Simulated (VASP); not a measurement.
Write the native input for VASP 6.6.1 that does the following.

```yaml
Task: single point
Functional: PBEsol
Potentials_or_basis: VASP PAW PBE potentials, release 64 (Zr_sv, H)
Cutoff: 520 eV
k_mesh: 20 × 20 × 20
Occupations: fermi-dirac, width 0.1 eV
Spin: no spin polarisation
Dipole_correction: no
Further_INCAR_settings: ALGO = Normal; EDIFF = 1e-07; NBANDS = 14
```

The structure of ZrH lies in POSCAR:

```
ZrH
1.0
   -1.6439080000      1.6439080000      2.5043990000
    1.6439080000     -1.6439080000      2.5043990000
    1.6439080000      1.6439080000     -2.5043990000
Zr H
1 1
Direct
    0.0000000000      0.0000000000      0.0000000000
    0.7500000000      0.2500000000      0.5000000000
```

The input as run:

INCAR

```
PREC = Accurate
ENCUT = 520
EDIFF = 1E-7
ISMEAR = -1
SIGMA = 0.1
LREAL = False
LASPH = True
NELM = 100
ALGO = Normal
ISIF = 2
LWAVE = False
LCHARG = False
GGA = PS
NBANDS = 14
```

KPOINTS

```
Automatic mesh
0
Gamma
  20 20 20
```

Potentials or basis: VASP PAW PBE potentials, release 64 (Zr_sv, H).

Launch:

```bash
$ cat potpaw_PBE.64/Zr_sv/POTCAR potpaw_PBE.64/H/POTCAR > POTCAR
$ mpirun -np 1 vasp_std > vasp.out
```

Results of the run:

- Pressure: -4.3 GPa
- Band gap on the k mesh: zero (an odd number of electrons rules out a gap without spin polarisation)

Caveat: the cell stands under tension; the PAW data sets were made with another functional, which shifts forces and pressure a little.

Wall time 3.3 min on 1 thread of Intel(R) Xeon(R) Platinum 8259CL CPU @ 2.50GHz (Skylake/Cascade Lake), with other jobs on the host, peak memory 0.36 GiB.
